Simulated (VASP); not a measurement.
Write the native input for VASP 6.6.1 that does the following.

- Task: single point
- Functional: PBEsol
- Potentials or basis: VASP PAW PBE potentials, release 64 (Rh_pv)
- Cutoff: 520 eV
- k mesh: 23 × 23 × 23
- Occupations: fermi-dirac, width 0.05 eV
- Spin: collinear spin, ferromagnetic start
- Starting moments: [1.0] μB
- Dipole correction: no
- Further INCAR settings: ALGO = Normal; EDIFF = 1e-06; NBANDS = 18

The structure of Rh lies in POSCAR:

```
Rh
1.0
    0.0000000000      1.9150055848      1.9150055848
    1.9150055848      0.0000000000      1.9150055848
    1.9150055848      1.9150055848      0.0000000000
Rh
1
Direct
    0.0000000000      0.0000000000      0.0000000000
```

This cell differs from its parent crystal: volume scaled by 1.04.

The input as run:

INCAR

```
SYSTEM = Rh
ALGO = Normal
EDIFF = 1E-6
ENCUT = 520
GGA = PS
ISIF = 2
ISMEAR = -1
ISPIN = 2
LASPH = .TRUE.
LCHARG = .TRUE.
LELF = .TRUE.
LMAXMIX = 4
LORBIT = 11
LREAL = .FALSE.
LVHAR = .TRUE.
LWAVE = .FALSE.
MAGMOM = 1
NBANDS = 18
NELM = 150
PREC = Accurate
SIGMA = 0.05
```

KPOINTS

```
k-points
0
G
  23 23 23
  0 0 0
```

Potentials or basis: VASP PAW PBE potentials, release 64 (Rh_pv).

Run with:

```console
$ cat potpaw_PBE.64/Rh_pv/POTCAR > POTCAR
$ mpirun -np 1 vasp_std > vasp.out
```

It gave:

The pressure is -10.6 GPa, the net moment is 0.00 μB per cell and the valence electrons inside the program's atomic spheres are Rh 13.73.

Caveat: the PAW data sets were made with another functional, which shifts forces and pressure a little.

Run time: 100 s on 1 thread of Intel(R) Xeon(R) Platinum 8375C CPU @ 2.90GHz (Ice Lake), with other jobs on the host, peak memory 0.23 GiB.
